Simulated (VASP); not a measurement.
# Cd2HgS3 (P3m1) in VASP: further runs, part 2 of 2

VASP 6.6.1. The steps go on from the part before.

### Step 4. Relaxation of cell and atoms, PBE

Contents of INCAR:

```
SYSTEM = Cd2HgS3
ALGO     = Normal         ! electronic algorithm
EDIFF    = 1E-6           ! SCF threshold, eV
EDIFFG   = -0.04          ! ionic threshold
ENCUT    = 600            ! plane-wave cutoff, eV
GGA      = PE             ! functional
IBRION   = 2              ! ionic algorithm
ISIF     = 3              ! what is computed and relaxed
ISMEAR   = 0              ! smearing method
LASPH    = .True.         ! aspherical terms in the spheres
LCHARG   = .False.        ! write CHGCAR
LREAL    = .False.        ! projectors in reciprocal space
LWAVE    = .False.        ! write WAVECAR
NELM     = 60             ! most SCF steps
NSW      = 90             ! ionic steps
PREC     = Accurate       ! precision mode
SIGMA    = 0.1            ! smearing width, eV
```

Contents of KPOINTS:

```
k-points
0
Gamma
  6 6 1
  0 0 0
```

Contents of POSCAR:

```
Cd2HgS3
1.0
    4.1048498500      0.0000000000      0.0000000000
   -2.0524249300      3.5549042500      0.0000000000
    0.0000000000      0.0000000000     19.9911131800
Cd Hg S
4 2 6
Direct
    0.3333333300      0.6666666700      0.0000000000
    0.3333333300      0.6666666700      0.3333333300
    0.6666666700      0.3333333300      0.1666666700
    0.6666666700      0.3333333300      0.5000000000
    0.3333333300      0.6666666700      0.6666666700
    0.6666666700      0.3333333300      0.8333333300
    0.3333333300      0.6666666700      0.1250000000
    0.3333333300      0.6666666700      0.4583333300
    0.3333333300      0.6666666700      0.7916666700
    0.6666666700      0.3333333300      0.2916666700
    0.6666666700      0.3333333300      0.6250000000
    0.6666666700      0.3333333300      0.9583333300
```

Potentials or basis: VASP PAW PBE potentials, release 64 (Cd, Hg, S).

The run is started by

```bash
$ cat potpaw_PBE.64/Cd/POTCAR potpaw_PBE.64/Hg/POTCAR potpaw_PBE.64/S/POTCAR > POTCAR
$ mpirun -np 1 vasp_std > vasp.out
```

OUTCAR:

```text
SYSTEM = Cd2HgS3
   EDIFF = 1E-6
   EDIFFG = -0.04
   ENCUT = 600
   GGA = PE
   IBRION = 2
   ISIF = 3
   ISMEAR = 0
   LASPH = .True.
   LREAL = .False.
   NELM = 60
   NSW = 90
   PREC = Accurate

 ion  position               nearest neighbor table
   1  0.333  0.667  0.000-   7 2.50  12 2.51  12 2.51  12 2.51
   2  0.333  0.667  0.333-   8 2.50  10 2.51  10 2.51  10 2.51
   3  0.667  0.333  0.167-  10 2.50   7 2.51   7 2.51   7 2.51
   4  0.667  0.333  0.500-  11 2.50   8 2.51   8 2.51   8 2.51
   5  0.333  0.667  0.667-   9 2.50  11 2.51  11 2.51  11 2.51
   6  0.667  0.333  0.833-  12 2.50   9 2.51   9 2.51   9 2.51
   7  0.333  0.667  0.125-   1 2.50   3 2.51   3 2.51   3 2.51
   8  0.333  0.667  0.458-   2 2.50   4 2.51   4 2.51   4 2.51
   9  0.333  0.667  0.792-   5 2.50   6 2.51   6 2.51   6 2.51
  10  0.667  0.333  0.292-   3 2.50   2 2.51   2 2.51   2 2.51
  11  0.667  0.333  0.625-   4 2.50   5 2.51   5 2.51   5 2.51
  12  0.667  0.333  0.958-   6 2.50   1 2.51   1 2.51   1 2.51

  LATTYP: Found a hexagonal cell.
 ALAT       =     4.1048498500
 C/A-ratio  =     4.8701204455

  Lattice vectors:

 A1 = (   4.1048498500,   0.0000000000,   0.0000000000)
 A2 = (  -2.0524249300,   3.5549042500,   0.0000000000)
 A3 = (   0.0000000000,   0.0000000000,  19.9911131800)

[... 181 lines left out ...]

  FORCE on cell =-STRESS in cart. coord.  units (eV):
  Direction    XX          YY          ZZ          XY          YZ          ZX
  --------------------------------------------------------------------------------------
  -------------------------------------------------------------------------------------
  Total        9.3314644      9.3314644     10.8563826     -0.0000000      0.0000000      0.0000000
  in kB       51.2505140     51.2505140     59.6257099     -0.0000001      0.0000000      0.0000000
  external PRESSURE =      54.0422459 kB  Pullay stress =       0.0000000 kB
[... 119 lines left out ...]
  FREE ENERGIE OF THE ION-ELECTRON SYSTEM (eV)
  ---------------------------------------------------
  free  energy   TOTEN  =       -33.6509462030 eV

  energy  without entropy=      -33.6505364607  energy(sigma->0) =      -33.65074133

[... ionic steps 4 to 8 ...]

--------------------------------------- Ionic step        9  -------------------------------------------

 number of electron     108.0000007 magnetization

------------------------ aborting loop because EDIFF is reached ----------------------------------------
[... 87 lines left out ...]
--------------------------------------- Ionic step       11  -------------------------------------------

 number of electron     108.0000010 magnetization

 Free energy of the ion-electron system (eV)
  ---------------------------------------------------
  ext. energy  EPLUGINS =         0.00000000
  ---------------------------------------------------
  free energy    TOTEN  =       -33.65539429 eV

  energy without entropy =      -33.65504218  energy(sigma->0) =      -33.65521823

 E-fermi :   1.4012     XC(G=0):  -8.9158

 val. band max:        1.2328771768   @ k =   0.0000   0.0000   0.0000
 cond. band min:       1.5506807438   @ k =   0.0000   0.0000   0.0000
 fundamental gap:      0.3178035669
 Fermi energy:         1.4012263287

 k-point     1 :       0.0000    0.0000    0.0000
  band No.  band energies     occupation
      1     -11.3472      2.00000
      2     -11.1422      2.00000
      3     -11.0717      2.00000
      4     -10.9472      2.00000
      5     -10.8743      2.00000
      6     -10.7654      2.00000
[... 497 lines left out ...]
  FREE ENERGIE OF THE ION-ELECTRON SYSTEM (eV)
  ---------------------------------------------------
  free  energy   TOTEN  =       -33.6553942890 eV

  energy  without entropy=      -33.6550421776  energy(sigma->0) =      -33.65521823

 reached required accuracy - stopping structural energy minimisation
```

Wall time 16 min (1 thread of AMD EPYC 9R45 (Zen 5), shared host); peak memory 0.58 GiB.

Results:

```
Free energy                            : -33.6554 eV
Relaxed volume                         : 26.40 Å³/atom
Relaxed cell                           : a = 4.217 Å, b = 4.217 Å, c = 20.576 Å, α = 90.00°, β = 90.00°, γ = 120.00°
Space group after relaxing (to 0.05 Å) : P3m1 (No. 156)
Energy gained by relaxing              : 34.2 meV/atom
Ionic steps                            : 11
Pressure after relaxing                : 0.1 GPa
Largest force after relaxing           : 0.039 eV/Å
Band gap on the k mesh                 : 0.32 eV, direct
```

Forces on the atoms (eV/Å):
```
Cd   0.000  0.000  0.029
Cd   0.000  0.000 -0.024
Cd   0.000  0.000  0.003
Cd   0.000  0.000 -0.037
Hg   0.000  0.000 -0.027
Hg   0.000  0.000  0.024
S    0.000  0.000  0.039
S    0.000  0.000 -0.028
S    0.000  0.000  0.014
S    0.000  0.000  0.006
S    0.000  0.000  0.011
S    0.000  0.000 -0.010
```

Stress tensor (GPa, compression positive):
```
0.08 0.00 0.00
0.00 0.08 0.00
0.00 0.00 0.16
```

The path:
```tsv
step	energy change (eV)	largest force (eV/Å)	pressure (GPa)	volume (Å³)
1	0.0000	0.2735	5.40	291.72
2	-0.3560	0.0850	-1.53	327.72
3	-0.4061	0.1198	0.00	317.47
4	-0.4060	0.1178	-0.09	318.00
5	-0.4071	0.0829	-0.08	317.96
6	-0.4087	0.0647	-0.06	317.87
7	-0.4073	0.1454	-0.03	317.70
8	-0.4089	0.0765	-0.06	317.82
9	-0.4100	0.0550	0.01	317.40
10	-0.4104	0.0498	0.15	316.53
11	-0.4106	0.0393	0.10	316.81
```

Final structure:
```
Cd Hg S
1.0
     4.21655    0.00000    0.00000
    -2.10828    3.65164    0.00000
     0.00000    0.00000   20.57565
Cd Hg S
4 2 6
Direct
  0.33333 0.66667 0.00016
  0.33333 0.66667 0.33305
  0.66667 0.33333 0.16646
  0.66667 0.33333 0.49869
  0.33333 0.66667 0.66598
  0.66667 0.33333 0.83404
  0.33333 0.66667 0.12547
  0.33333 0.66667 0.45837
  0.33333 0.66667 0.79179
  0.66667 0.33333 0.29195
  0.66667 0.33333 0.62366
  0.66667 0.33333 0.96038
```

Levels at points of the mesh, in eV from the valence-band top:
```tsv
k point	band 52	band 53	band 54	band 55	band 56	band 57
(0.00, 0.00, 0.00)	-0.19	0.00	0.00	0.32	1.52	1.67
(0.50, 0.00, 0.00)	-1.19	-1.13	-0.86	2.35	2.67	3.14
```

Caveat: spin-orbit coupling is left out, which moves the levels of the heavy elements.

### Step 5. The runs side by side

```tsv
task	cell	cutoff (eV)	gap on the mesh (eV)	pressure (GPa)	largest force (eV/Å)
single point	a = 4.105, b = 4.105, c = 19.991 Å, angles 90.0, 90.0, 120.0°, 12 atoms	520	0.45	5.4	0.27
single point	a = 4.211, b = 4.211, c = 20.578 Å, angles 90.0, 90.0, 120.0°, 12 atoms	520	0.31	0.2	0.02
relaxation of cell and atoms	relaxed from a = 4.105, b = 4.105, c = 19.991 Å, angles 90.0, 90.0, 120.0°, 12 atoms	600	0.32	0.1	0.04
```

Alike in all rows: level PBE; potentials or basis VASP PAW PBE potentials, release 64 (Cd, Hg, S); no spin polarisation; k mesh 6 × 6 × 1; smearing gaussian 0.1 eV.

Caveats: spin-orbit coupling is left out, which moves the levels of the heavy elements.

Total energies depend on the potentials used, so only differences within one code and one set of settings carry meaning.
